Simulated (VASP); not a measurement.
# Ti (I4/mmm) in VASP: further runs

Ti is run at these levels: LDA; tasks: electric field gradients.

All numbers are computed with VASP 6.6.1; they aren't measurements. Logs are shortened: lines on timing, memory, paths and dates and some standing lists are left out, and cuts for length are marked.

## (1) The cell of the first run

The structure is tetragonal, space group I4/mmm (No. 139). Conventional cell: a = 2.871 Å, b = 2.871 Å, c = 3.979 Å, α = 90.00°, β = 90.00°, γ = 90.00°. Ti (site symmetry 4/mmm) has 12 Ti at 2.84 to 2.87 Å within 3.7 Å.

## (2) Electric field gradients, LDA (zz strain of -2 %)

INCAR

```
SYSTEM = Ti
  PREC = Accurate
  ENCUT = 400
  EDIFF = 1E-8
  ISMEAR = -1
  SIGMA = 0.05
  LREAL = .FALSE.
  LASPH = .TRUE.
  NELM = 120
  ALGO = Normal
  ISIF = 2
  LWAVE = .FALSE.
  LCHARG = .FALSE.
  GGA = CA
  LEFG = .TRUE.
  NBANDS = 12
  GGA_COMPAT = .FALSE.
```

KPOINTS

```
Automatic mesh
0
G
  15 15 15
  0 0 0
```

POSCAR

```
Ti
1.0
    0.0000000000      2.0300000000      1.9894000000
    2.0300000000      0.0000000000      1.9894000000
    2.0300000000      2.0300000000      0.0000000000
Ti
1
Direct
    0.0000000000      0.0000000000      0.0000000000
```

Potentials or basis: VASP PAW LDA potentials, release 64 (Ti_sv).

Run with:

```console
$ cat potpaw_LDA.64/Ti_sv/POTCAR > POTCAR
$ mpirun -np 1 vasp_std > vasp.out
```

OUTCAR:

```text
SYSTEM = Ti
   PREC = Accurate
   ENCUT = 400
   EDIFF = 1E-8
   ISMEAR = -1
   LREAL = .FALSE.
   LASPH = .TRUE.
   NELM = 120
   ISIF = 2
   GGA = CA

 ion  position               nearest neighbor table
   1  0.000  0.000  0.000-

  LATTYP: Found a body centered tetragonal cell.
 ALAT       =     2.8708535316
 C/A-ratio  =     1.3859292911

  Lattice vectors:

 A1 = (   0.0000000000,  -2.0300000000,  -1.9894000000)
 A2 = (   0.0000000000,   2.0300000000,  -1.9894000000)
 A3 = (   2.0300000000,   0.0000000000,   1.9894000000)

Analysis of symmetry for initial positions (statically):
=====================================================================
 Subroutine PRICEL returns:
 Original cell was already a primitive cell.

 Routine SETGRP: Setting up the symmetry group for a
 body centered tetragonal supercell.

 Subroutine GETGRP returns: Found 16 space group operations
 (whereof 16 operations were pure point group operations)
 out of a pool of 16 trial point group operations.

The static configuration has the point symmetry D_4h.

Analysis of symmetry for dynamics (positions and initial velocities):
=====================================================================
 Subroutine PRICEL returns:
 Original cell was already a primitive cell.

 Routine SETGRP: Setting up the symmetry group for a
 body centered tetragonal supercell.

 Subroutine GETGRP returns: Found 16 space group operations
 (whereof 16 operations were pure point group operations)
 out of a pool of 16 trial point group operations.

The dynamic configuration has the point symmetry D_4h.

 Subroutine INISYM returns: Found 16 space group operations
 (whereof 16 operations are pure point group operations),
 and found     1 'primitive' translations

----------------------------------------------------------------------------------------

                                     Primitive cell

  volume of cell :      16.3962

  direct lattice vectors                    reciprocal lattice vectors
     0.000000000  2.030000000  1.989400000    -0.246305419  0.246305419  0.251332060
     2.030000000  0.000000000  1.989400000     0.246305419 -0.246305419  0.251332060
     2.030000000  2.030000000  0.000000000     0.246305419  0.246305419 -0.251332060

  length of vectors
     2.842289985  2.842289985  2.870853532     0.429535241  0.429535241  0.429535241

  position of ions in fractional coordinates (direct lattice)
     0.000000000  0.000000000  0.000000000

  ion indices of the primitive-cell ions
   primitive index   ion index
                 1           1

----------------------------------------------------------------------------------------

 KPOINTS: Automatic mesh

Automatic generation of k-mesh.
 Grid dimensions read from file:
 generate k-points for:   15   15   15

 Generating k-lattice:

  Cartesian coordinates                     Fractional coordinates (reciprocal lattice)
    -0.016420361  0.016420361  0.016755471     0.066666667 -0.000000000  0.000000000
     0.016420361 -0.016420361  0.016755471    -0.000000000  0.066666667  0.000000000
     0.016420361  0.016420361 -0.016755471     0.000000000  0.000000000  0.066666667

  Length of vectors
     0.028635683  0.028635683  0.028635683

  Shift w.r.t. Gamma in fractional coordinates (k-lattice)
     0.000000000  0.000000000  0.000000000

 Subroutine IBZKPT returns following result:
 ===========================================

 Found    288 irreducible k-points:

 Following reciprocal coordinates:
            Coordinates               Weight
  0.000000  0.000000  0.000000      1.000000
  0.066667  0.000000  0.000000      8.000000
  0.133333 -0.000000  0.000000      8.000000
  0.200000 -0.000000  0.000000      8.000000
  0.266667 -0.000000  0.000000      8.000000
  0.333333  0.000000  0.000000      8.000000
[... 16 lines left out ...]
  0.133333  0.133333  0.000000      2.000000
  0.200000  0.133333  0.000000      8.000000
 [... further k-points ...]
   k-points           NKPTS =    288   k-points in BZ     NKDIM =    288   number of bands    NBANDS=     12
   number of dos      NEDOS =    301   number of ions     NIONS =      1
   total plane-waves  NPLWV =   8000
   dimension x,y,z NGX =    20 NGY =   20 NGZ =   20
   dimension x,y,z NGXF=    40 NGYF=   40 NGZF=   40
   ions per type =               1
   NGX,Y,Z   is equivalent  to a cutoff of  11.70, 11.70, 11.58 a.u.
   NGXF,Y,Z  is equivalent  to a cutoff of  23.40, 23.40, 23.16 a.u.
 SYSTEM =  Ti
   PREC   = accura    normal or accurate (medium, high low for compatibility)
   ISTART =      0    job   : 0-new  1-cont  2-samecut
   ICHARG =      2    charge: 1-file 2-atom 10-const
   ISPIN  =      1    spin polarized calculation?
   LNONCOLLINEAR =      F non collinear calculations
   LSORBIT =      F    spin-orbit coupling
   LASPH  =      T    aspherical Exc in radial PAW
   ENCUT  =  400.0 eV  29.40 Ry    5.42 a.u.   4.64  4.64  4.68*2*pi/ulx,y,z
   NELM   =    120;   NELMIN=  2; NELMDL= -5     # of ELM steps
   EDIFF  = 0.1E-07   stopping-criterion for ELM
   LREAL  =      F    real-space projection
   EDIFFG = 0.1E-06   stopping-criterion for IOM
   NSW    =      0    number of steps for IOM
   IBRION =     -1    ionic relax: 0-MD 1-quasi-New 2-CG
   NFREE  =      0    steps in history (QN), initial steepest desc. (CG)
   ISIF   =      2    stress and relaxation
   ISYM   =      2    0-nonsym 1-usesym 2-fastsym
   POTIM  = 0.5000    time-step for ionic-motion
   TEBEG  =    0.0;   TEEND  =   0.0 temperature during run
   PSTRESS=    0.0 pullay stress
   NELECT =      12.0000    total number of electrons
   NUPDOWN=      -1.0000    fix difference up-down
   EMIN   =  10.00;   EMAX   =-10.00  energy-range for DOS
   EFERMI =   0.00;   METHOD = LEGACY
   ISMEAR =    -1;   SIGMA  =   0.05  broadening in eV -4-tet -1-fermi 0-gaus
   EFERMI_NEDOS =   21; number of points for ismear=-14 and -15
   IALGO  =     38    algorithm
   IMIX   =      4    mixing-type and parameters
     AMIX     =   0.40;   BMIX     =  1.00
     AMIX_MAG =   1.60;   BMIX_MAG =  1.00
  volume/ion in A,a.u.               =      16.40       110.65
  Fermi-wavevector in a.u.,A,eV,Ry     =   1.475323  2.787957 29.614151  2.176579
  Thomas-Fermi vector in A             =   2.589986
   LORBIT       =      0    0 simple, 1 ext, 2 COOP (PROOUT), +10 PAW based schemes
   GGA     = CA    functional components
   LHFCALC =     F    Hartree Fock is set to
   AEXX    =    0.0000 exact exchange contribution
   IVDW    =     0    specifies the selected vdW correction
   LEPSILON=     F    determine dielectric tensor
   LRPA    =     F    only Hartree local field effects (RPA)
 non-spin polarized calculation
  energy-cutoff  :      400.00
  volume of cell :       16.40
 maximum number of plane-waves:       310
   NGX =  9   NGY =  9   NGZ =  9

 number of electron      11.9999995 magnetization

 Free energy of the ion-electron system (eV)
  ---------------------------------------------------
  ext. energy  EPLUGINS =         0.00000000
  ---------------------------------------------------
  free energy    TOTEN  =        -8.49495375 eV

  energy without entropy =       -8.48064069  energy(sigma->0) =       -8.48779722

 E-fermi :   8.6177     XC(G=0): -12.0637

 val. band max:        8.6066467258   @ k =  -0.1333   0.1333   0.0667
 cond. band min:       8.6186961515   @ k =  -0.2667   0.3333   0.2000
 fundamental gap:      0.0120494257
 Fermi energy:         8.6177320457

 k-point     1 :       0.0000    0.0000    0.0000
  band No.  band energies     occupation
      1     -47.3088      2.00000
      2     -23.4728      2.00000
      3     -23.4728      2.00000
      4     -23.4669      2.00000
      5       2.4974      2.00000
      6       9.4361      0.00000
      7       9.4361      0.00000
      8       9.6028      0.00000
      9      11.1275      0.00000
     10      11.3253      0.00000
     11      24.2833      0.00000
     12      28.7833      0.00000

 k-point     2 :       0.0667    0.0000    0.0000
  band No.  band energies     occupation
      1     -47.3020      2.00000
      2     -23.5085      2.00000
      3     -23.4779      2.00000
      4     -23.4729      2.00000
      5       2.6483      2.00000
      6       9.3734      0.00000
      7       9.4917      0.00000
      8       9.6270      0.00000
      9      11.0943      0.00000
     10      11.2849      0.00000
     11      24.4240      0.00000
     12      27.8262      0.00000
[... 316 lines left out ...]
 k-point    24 :       0.2000    0.1333    0.0000
  band No.  band energies     occupation
      1     -47.2497      2.00000
      2     -23.7098      2.00000
      3     -23.5506      2.00000
      4     -23.5402      2.00000
      5       3.7995      2.00000
      6       8.7004      0.32139
      7       9.9521      0.00000
      8       9.9770      0.00000
      9      10.6108      0.00000
     10      11.4285      0.00000
     11      24.9061      0.00000
     12      25.6422      0.00000

 [... further k-points ...]

------------------------ aborting loop because EDIFF is reached ----------------------------------------

  FORCE on cell =-STRESS in cart. coord.  units (eV):
  Direction    XX          YY          ZZ          XY          YZ          ZX
  --------------------------------------------------------------------------------------
  -------------------------------------------------------------------------------------
  Total       -0.3898918     -0.3898918     -0.3045377      0.0000000      0.0000000      0.0000000
  in kB      -38.0987266    -38.0987266    -29.7582528      0.0000000      0.0000000      0.0000000
  external PRESSURE =     -35.3185687 kB  Pullay stress =       0.0000000 kB

 VOLUME and BASIS-vectors are now :
 -----------------------------------------------------------------------------
  energy-cutoff  :      400.00
  volume of cell :       16.40
      direct lattice vectors                 reciprocal lattice vectors
     0.000000000  2.030000000  1.989400000    -0.246305419  0.246305419  0.251332060
     2.030000000  0.000000000  1.989400000     0.246305419 -0.246305419  0.251332060
     2.030000000  2.030000000  0.000000000     0.246305419  0.246305419 -0.251332060

 POSITION                                       TOTAL-FORCE (eV/Angst)
 -----------------------------------------------------------------------------------
      0.00000      0.00000      0.00000         0.000000      0.000000     -0.000000
 -----------------------------------------------------------------------------------
    total drift:                               -0.000000     -0.000000     -0.000000

  FREE ENERGIE OF THE ION-ELECTRON SYSTEM (eV)
  ---------------------------------------------------
  free  energy   TOTEN  =        -8.4949537478 eV

  energy  without entropy=       -8.4806406924  energy(sigma->0) =       -8.48779722

 Electric field gradients (V/A^2)
---------------------------------------------------------------------
 ion       V_xx      V_yy      V_zz      V_xy      V_xz      V_yz
---------------------------------------------------------------------
   1      -0.569    -0.569     1.137     0.000     0.001     0.001
---------------------------------------------------------------------

 Electric field gradients after diagonalization (V/A^2)
 (convention: |V_zz| > |V_xx| > |V_yy|)
----------------------------------------------------------------------
 ion       V_xx      V_yy      V_zz     asymmetry (V_yy - V_xx)/ V_zz
----------------------------------------------------------------------
   1      -0.569    -0.569     1.137       0.000
----------------------------------------------------------------------

           NMR quadrupolar parameters

 Cq : quadrupolar parameter    Cq=e*Q*V_zz/h
 eta: asymmetry parameters     (V_yy - V_xx)/ V_zz
 Q  : nuclear electric quadrupole moment in mb (millibarn)
----------------------------------------------------------------------
 ion       Cq(MHz)       eta       Q (mb)
----------------------------------------------------------------------
   1       0.003       0.000       1.000
----------------------------------------------------------------------
```

Wall time 64 s (1 thread of AMD EPYC 7R43 (Zen 3), shared host); peak memory 0.11 GiB.

What came out:

```yaml
Free_energy: -8.4950 eV
Pressure: -3.5 GPa
Band_gap_on_the_k_mesh: zero (bands 6 and 7 overlap by 1.15 eV)
Largest_electric_field_gradient_by_atom: Ti +1.1 V/Å²
```

Stress tensor (GPa, compression positive):
```
-3.81  0.00  0.00
 0.00 -3.81  0.00
 0.00  0.00 -2.98
```

Electric field gradients, principal values (V/Å²):
```
atom   least  middle  greatest (by size)
1 Ti  -0.569  -0.569               1.137
```

Caveat: the cell differs from its parent crystal (zz strain of -2 %); the cell stands under tension; without QUAD_EFG the Cq values of the log hold for a quadrupole moment of 1 mb, not for the nuclei.

[end of part 1 of 3]
